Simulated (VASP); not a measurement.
# TaSi2 (P6_422) in VASP: single point with PBEsol

Aim: the single point of TaSi2 with PBEsol.

Program: VASP 6.6.1. These are calculated values, not measurements. Logs are shortened: lines on timing, memory, paths and dates and some standing lists are left out, and cuts for length are marked.

## Step 1: The cell of the first run

It takes space group P6_422 (No. 181, hexagonal). Conventional cell: a = 4.761 Å, b = 4.761 Å, c = 6.556 Å, α = 90.00°, β = 90.00°, γ = 120.00°. Within 3.4 Å of Ta (site symmetry 222) lie 10 Si at 2.60 to 2.81 Å and 4 Ta at 3.23 Å. Si (site symmetry 2) has 9 Si at 2.55 to 3.31 Å and 5 Ta at 2.60 to 2.81 Å within 3.4 Å.

## Step 2: Single point, PBEsol

The input, INCAR:

```
PREC = Accurate ; ENCUT = 520
EDIFF = 1E-7 ; ISMEAR = 0
SIGMA = 0.15 ; LREAL = F
LASPH = T ; NELM = 100
ALGO = Normal ; ISIF = 2
LWAVE = F ; LCHARG = F
GGA = PS ; NBANDS = 38
```

The input, KPOINTS:

```
Automatic mesh
0
Gamma
  12 12 6
```

The input, POSCAR:

```
TaSi2
1.0
    4.7609902416      0.0000000000      0.0000000000
   -2.3804951208      4.1231384964      0.0000000000
    0.0000000000      0.0000000000      6.5561430355
Ta Si
3 6
Direct
    0.5000000000      0.0000000000      0.0000000000
    0.5000000000      0.5000000000      0.6666666667
    0.0000000000      0.5000000000      0.3333333333
    0.1592827538      0.3185655076      0.0000000000
    0.8407172462      0.1592827538      0.6666666667
    0.6814344924      0.8407172462      0.3333333333
    0.8407172462      0.6814344924      0.0000000000
    0.1592827538      0.8407172462      0.6666666667
    0.3185655076      0.1592827538      0.3333333333
```

Potentials or basis: VASP PAW PBE potentials, release 64 (Ta_pv, Si).

Command:

```console
cat potpaw_PBE.64/Ta_pv/POTCAR potpaw_PBE.64/Si/POTCAR > POTCAR
mpirun -np 1 vasp_std > vasp.out
```

OUTCAR:

```text
PREC = Accurate
   ENCUT = 520
   EDIFF = 1E-7
   ISMEAR = 0
   LREAL = F
   LASPH = T
   NELM = 100
   ISIF = 2
   GGA = PS

 ion  position               nearest neighbor table
   1  0.500  0.000  0.000-   5 2.60   6 2.60   8 2.60   9 2.60   7 2.72   4 2.72   4 2.72   7 2.72
                             4 2.81   7 2.81   2 3.23   2 3.23   3 3.23   3 3.23
   2  0.500  0.500  0.667-   4 2.60   7 2.60   6 2.60   9 2.60   8 2.72   5 2.72   8 2.72   5 2.72
                             8 2.81   5 2.81   1 3.23   1 3.23   3 3.23   3 3.23
   3  0.000  0.500  0.333-   4 2.60   7 2.60   5 2.60   8 2.60   6 2.72   9 2.72   9 2.72   6 2.72
                             6 2.81   9 2.81   1 3.23   1 3.23   2 3.23   2 3.23
   4  0.159  0.319  0.000-   5 2.55   9 2.55   2 2.60   3 2.60   7 2.63   1 2.72   1 2.72   1 2.81
                             7 2.81   7 2.81
   5  0.841  0.159  0.667-   4 2.55   6 2.55   1 2.60   3 2.60   8 2.63   2 2.72   2 2.72   2 2.81
                             8 2.81   8 2.81
   6  0.681  0.841  0.333-   7 2.55   5 2.55   1 2.60   2 2.60   9 2.63   3 2.72   3 2.72   3 2.81
                             9 2.81   9 2.81
   7  0.841  0.681  0.000-   6 2.55   8 2.55   2 2.60   3 2.60   4 2.63   1 2.72   1 2.72   1 2.81
                             4 2.81   4 2.81
   8  0.159  0.841  0.667-   7 2.55   9 2.55   1 2.60   3 2.60   5 2.63   2 2.72   2 2.72   2 2.81
                             5 2.81   5 2.81
   9  0.319  0.159  0.333-   4 2.55   8 2.55   1 2.60   2 2.60   6 2.63   3 2.72   3 2.72   3 2.81
                             6 2.81   6 2.81

  LATTYP: Found a hexagonal cell.
 ALAT       =     4.7609902416
 C/A-ratio  =     1.3770544998

  Lattice vectors:

 A1 = (   4.7609902416,   0.0000000000,   0.0000000000)
 A2 = (  -2.3804951208,   4.1231384964,   0.0000000000)
 A3 = (   0.0000000000,   0.0000000000,   6.5561430355)

Analysis of symmetry for initial positions (statically):
=====================================================================
 Subroutine PRICEL returns:
 Original cell was already a primitive cell.

 Routine SETGRP: Setting up the symmetry group for a
 hexagonal supercell.

 Subroutine GETGRP returns: Found 12 space group operations
 (whereof  4 operations were pure point group operations)
 out of a pool of 24 trial point group operations.

The static configuration has the point symmetry D_2 .
 The point group associated with its full space group is D_6 .

Analysis of symmetry for dynamics (positions and initial velocities):
=====================================================================
 Subroutine PRICEL returns:
 Original cell was already a primitive cell.

 Routine SETGRP: Setting up the symmetry group for a
 hexagonal supercell.

 Subroutine GETGRP returns: Found 12 space group operations
 (whereof  4 operations were pure point group operations)
 out of a pool of 24 trial point group operations.

The dynamic configuration has the point symmetry D_2 .
 The point group associated with its full space group is D_6 .

 Subroutine INISYM returns: Found 12 space group operations
 (whereof  4 operations are pure point group operations),
 and found     1 'primitive' translations

----------------------------------------------------------------------------------------

                                     Primitive cell

  volume of cell :     128.6985

  direct lattice vectors                    reciprocal lattice vectors
     4.760990242  0.000000000  0.000000000     0.210040338  0.121266846  0.000000000
    -2.380495121  4.123138496  0.000000000     0.000000000  0.242533691  0.000000000
     0.000000000  0.000000000  6.556143035     0.000000000  0.000000000  0.152528704

  length of vectors
     4.760990242  4.760990242  6.556143035     0.242533691  0.242533691  0.152528704

  position of ions in fractional coordinates (direct lattice)
     0.500000000  0.000000000  0.000000000
     0.500000000  0.500000000  0.666666667
     1.000000000  0.500000000  0.333333333
     0.159282754  0.318565508  0.000000000
     0.840717246  0.159282754  0.666666667
     0.681434492  0.840717246  0.333333333
     0.840717246  0.681434492  0.000000000
     0.159282754  0.840717246  0.666666667
     0.318565508  0.159282754  0.333333333

  ion indices of the primitive-cell ions
   primitive index   ion index
                 1           1
                 2           2
                 3           3
                 4           4
                 5           5
                 6           6
                 7           7
                 8           8
                 9           9

----------------------------------------------------------------------------------------

 KPOINTS: Automatic mesh

Automatic generation of k-mesh.
 Grid dimensions read from file:
 generate k-points for:   12   12    6

 Generating k-lattice:

  Cartesian coordinates                     Fractional coordinates (reciprocal lattice)
     0.017503362  0.010105570  0.000000000     0.083333333  0.000000000  0.000000000
     0.000000000  0.020211141  0.000000000     0.000000000  0.083333333  0.000000000
     0.000000000  0.000000000  0.025421451     0.000000000  0.000000000  0.166666667

  Length of vectors
     0.020211141  0.020211141  0.025421451

  Shift w.r.t. Gamma in fractional coordinates (k-lattice)
     0.000000000  0.000000000  0.000000000

 Subroutine IBZKPT returns following result:
 ===========================================

 Found     76 irreducible k-points:

 Following reciprocal coordinates:
            Coordinates               Weight
  0.000000  0.000000  0.000000      1.000000
  0.083333  0.000000  0.000000      6.000000
  0.166667  0.000000  0.000000      6.000000
  0.250000  0.000000  0.000000      6.000000
  0.333333  0.000000  0.000000      6.000000
  0.416667  0.000000  0.000000      6.000000
[... 16 lines left out ...]
  0.250000  0.000000  0.166667     12.000000
  0.333333  0.000000  0.166667     12.000000
 [... further k-points ...]
   k-points           NKPTS =     76   k-points in BZ     NKDIM =     76   number of bands    NBANDS=     38
   number of dos      NEDOS =    301   number of ions     NIONS =      9
   total plane-waves  NPLWV =  64800
   dimension x,y,z NGX =    36 NGY =   36 NGZ =   50
   dimension x,y,z NGXF=    72 NGYF=   72 NGZF=  100
   ions per type =               3   6
   NGX,Y,Z   is equivalent  to a cutoff of  12.57, 12.57, 12.68 a.u.
   NGXF,Y,Z  is equivalent  to a cutoff of  25.14, 25.14, 25.36 a.u.
 SYSTEM =  unknown system
   PREC   = accura    normal or accurate (medium, high low for compatibility)
   ISTART =      0    job   : 0-new  1-cont  2-samecut
   ICHARG =      2    charge: 1-file 2-atom 10-const
   ISPIN  =      1    spin polarized calculation?
   LNONCOLLINEAR =      F non collinear calculations
   LSORBIT =      F    spin-orbit coupling
   LASPH  =      T    aspherical Exc in radial PAW
   ENCUT  =  520.0 eV  38.22 Ry    6.18 a.u.   8.85  8.85 12.19*2*pi/ulx,y,z
   NELM   =    100;   NELMIN=  2; NELMDL= -5     # of ELM steps
   EDIFF  = 0.1E-06   stopping-criterion for ELM
   LREAL  =      F    real-space projection
   EDIFFG = 0.1E-05   stopping-criterion for IOM
   NSW    =      0    number of steps for IOM
   IBRION =     -1    ionic relax: 0-MD 1-quasi-New 2-CG
   NFREE  =      0    steps in history (QN), initial steepest desc. (CG)
   ISIF   =      2    stress and relaxation
   ISYM   =      2    0-nonsym 1-usesym 2-fastsym
   POTIM  = 0.5000    time-step for ionic-motion
   TEBEG  =    0.0;   TEEND  =   0.0 temperature during run
   PSTRESS=    0.0 pullay stress
   NELECT =      57.0000    total number of electrons
   NUPDOWN=      -1.0000    fix difference up-down
   EMIN   =  10.00;   EMAX   =-10.00  energy-range for DOS
   EFERMI =   0.00;   METHOD = LEGACY
   ISMEAR =     0;   SIGMA  =   0.15  broadening in eV -4-tet -1-fermi 0-gaus
   EFERMI_NEDOS =   21; number of points for ismear=-14 and -15
   IALGO  =     38    algorithm
   IMIX   =      4    mixing-type and parameters
     AMIX     =   0.40;   BMIX     =  1.00
     AMIX_MAG =   1.60;   BMIX_MAG =  1.00
  volume/ion in A,a.u.               =      14.30        96.50
  Fermi-wavevector in a.u.,A,eV,Ry     =   1.247887  2.358164 21.187289  1.557222
  Thomas-Fermi vector in A             =   2.381999
   LORBIT       =      0    0 simple, 1 ext, 2 COOP (PROOUT), +10 PAW based schemes
   GGA     = PS    functional components
   LHFCALC =     F    Hartree Fock is set to
   AEXX    =    0.0000 exact exchange contribution
   IVDW    =     0    specifies the selected vdW correction
   LEPSILON=     F    determine dielectric tensor
   LRPA    =     F    only Hartree local field effects (RPA)
 non-spin polarized calculation
 Gauss-broadening in eV      SIGMA  =   0.15
  energy-cutoff  :      520.00
  volume of cell :      128.70
 maximum number of plane-waves:      3501
 NGX is ok and might be reduce to    36
   NGX = 17   NGY = 17   NGZ = 25

 number of electron      57.0000000 magnetization

 Free energy of the ion-electron system (eV)
  ---------------------------------------------------
  ext. energy  EPLUGINS =         0.00000000
  ---------------------------------------------------
  free energy    TOTEN  =       -77.36506411 eV

  energy without entropy =      -77.32499511  energy(sigma->0) =      -77.34502961

 E-fermi :   9.3945     XC(G=0): -12.2043

 val. band max:        9.3825178842   @ k =   0.1667   0.0000   0.3333
 cond. band min:       9.4016624390   @ k =   0.3333   0.0833   0.5000
 fundamental gap:      0.0191445548
 Fermi energy:         9.3945488531

 k-point     1 :       0.0000    0.0000    0.0000
  band No.  band energies     occupation
      1     -24.8955      2.00000
      2     -24.8955      2.00000
      3     -24.8901      2.00000
      4     -24.8194      2.00000
      5     -24.8194      2.00000
      6     -24.7245      2.00000
[... 30 lines left out ...]
     37      13.3704      0.00000
     38      13.4938      0.00000
[... 941 lines left out ...]
     37      13.4923      0.00000
     38      13.7305      0.00000

 [... further k-points ...]

------------------------ aborting loop because EDIFF is reached ----------------------------------------

  FORCE on cell =-STRESS in cart. coord.  units (eV):
  Direction    XX          YY          ZZ          XY          YZ          ZX
  --------------------------------------------------------------------------------------
  -------------------------------------------------------------------------------------
  Total        0.2127949      0.2127949      0.3483261     -0.0000000      0.0000000      0.0000000
  in kB        2.6490990      2.6490990      4.3363361     -0.0000000      0.0000000      0.0000000
  external PRESSURE =       3.2115114 kB  Pullay stress =       0.0000000 kB

 VOLUME and BASIS-vectors are now :
 -----------------------------------------------------------------------------
  energy-cutoff  :      520.00
  volume of cell :      128.70
      direct lattice vectors                 reciprocal lattice vectors
     4.760990242  0.000000000  0.000000000     0.210040338  0.121266846  0.000000000
    -2.380495121  4.123138496  0.000000000     0.000000000  0.242533691  0.000000000
     0.000000000  0.000000000  6.556143035     0.000000000  0.000000000  0.152528704

 POSITION                                       TOTAL-FORCE (eV/Angst)
 -----------------------------------------------------------------------------------
      2.38050      0.00000      0.00000         0.000000      0.000000      0.000000
      1.19025      2.06157      4.37076        -0.000000     -0.000000     -0.000000
     -1.19025      2.06157      2.18538         0.000000      0.000000     -0.000000
      0.00000      1.31349      0.00000         0.000000      0.004004      0.000000
      3.62347      0.65674      4.37076        -0.003467      0.002002      0.000000
      1.24298      3.46639      2.18538        -0.003467     -0.002002      0.000000
      2.38050      2.80965      0.00000        -0.000000     -0.004004      0.000000
     -1.24298      3.46639      4.37076         0.003467     -0.002002      0.000000
      1.13752      0.65674      2.18538         0.003467      0.002002      0.000000
 -----------------------------------------------------------------------------------
    total drift:                                0.000000      0.000000      0.000000

  FREE ENERGIE OF THE ION-ELECTRON SYSTEM (eV)
  ---------------------------------------------------
  free  energy   TOTEN  =       -77.3650641056 eV

  energy  without entropy=      -77.3249951082  energy(sigma->0) =      -77.34502961
```

Run time: 7.1 min. Hardware: 1 thread of Intel Xeon 8259CL, shared host; peak memory 0.43 GiB.

What came out:

- Free energy: -77.3651 eV
- Pressure: 0.3 GPa
- Largest force: 0.004 eV/Å
- Band gap on the k mesh: zero (an odd number of electrons rules out a gap without spin polarisation)

Forces in eV/Å, atoms in the order of the input:
```
Ta   0.000  0.000  0.000
Ta   0.000  0.000  0.000
Ta   0.000  0.000  0.000
Si   0.000  0.004  0.000
Si  -0.003  0.002  0.000
Si  -0.003 -0.002  0.000
Si   0.000 -0.004  0.000
Si   0.003 -0.002  0.000
Si   0.003  0.002  0.000
```

Caveat: the PAW data sets were made with another functional, which shifts forces and pressure a little; spin-orbit coupling is left out, which moves the levels of the heavy elements.
